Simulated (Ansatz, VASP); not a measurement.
**BN in VASP and in Ansatz**

File INCAR:

```
SYSTEM = BN
PREC = Accurate ; ENCUT = 520
EDIFF = 1E-7 ; ISMEAR = 0
SIGMA = 0.05 ; LREAL = .FALSE.
LASPH = .TRUE. ; NELM = 100
ALGO = Normal ; ISIF = 2
LWAVE = .FALSE. ; LCHARG = .TRUE.
GGA = PE ; IVDW = 12
LELF = .TRUE. ; LVHAR = .TRUE.
NBANDS = 16
```

KPOINTS

```
Automatic mesh
0
G
  12 12 4
  0 0 0
```

File POSCAR:

```
BN
1.0
    2.5064381059      0.0000000000      0.0000000000
   -1.2532190530      2.1706390727      0.0000000000
    0.0000000000      0.0000000000      6.6168468515
B N
2 2
Direct
    0.3333333333      0.6666666667      0.2500000000
    0.6666666667      0.3333333333      0.7500000000
    0.4024374059      0.8048748118      0.6593223686
    0.6666666667      0.3333333333      0.2500000000
```

Input for Ansatz:

```yaml
crystal:
  lattice:
    - [2.5064381059, 0.0, 0.0]
    - [-1.253219053, 2.1706390727, 0.0]
    - [0.0, 0.0, 6.6168468515]
  atoms:
    - { symbol: B, position: [0.3333333333, 0.6666666667, 0.25] }
    - { symbol: B, position: [0.6666666667, 0.3333333333, 0.75] }
    - { symbol: "N", position: [0.4024374059, 0.8048748118, 0.6593223686] }
    - { symbol: "N", position: [0.6666666667, 0.3333333333, 0.25] }
basis:
  ecutwfc: 420
kpoints:
  mp_grid: { grid: [12, 12, 4] }
hamiltonian:
  xc: pbe
  dispersion: d3bj
scf:
  occupations: { method: gaussian, width: 0.05 }
output:
  forces: true
  stress: true
  eigenvalues: true
```

Alike in both runs: task single point; functional PBE; dispersion D3(BJ); k mesh 12 × 12 × 4; occupations gaussian, width 0.05 eV; no spin polarisation.

```csv
,VASP,Ansatz
version,VASP 6.6.1,Ansatz 0.2.0
potentials or method,"VASP PAW PBE potentials, release 64 (B, N), cutoff 520 eV","scalar-relativistic, plane waves, PAW"
valence electrons in the cell,16,16
```

VASP gave:

* gap on the k mesh at the Fermi level (eV): none
* pressure (GPa): 4.1
* traceless stress, the component that is largest in VASP (GPa): 22.19
* rms of the force components (eV/Å): 3.999

Q: What did Ansatz give for the same quantities?

A: gap on the k mesh at the Fermi level (eV): none; pressure (GPa): 4.1; traceless stress, the component that is largest in VASP (GPa): 22.18; rms of the force components (eV/Å): 3.995.

Atom by atom the forces differ by 0.004 eV/Å (rms over components). A gap of «none» marks a metal or a gap that the smearing closes.
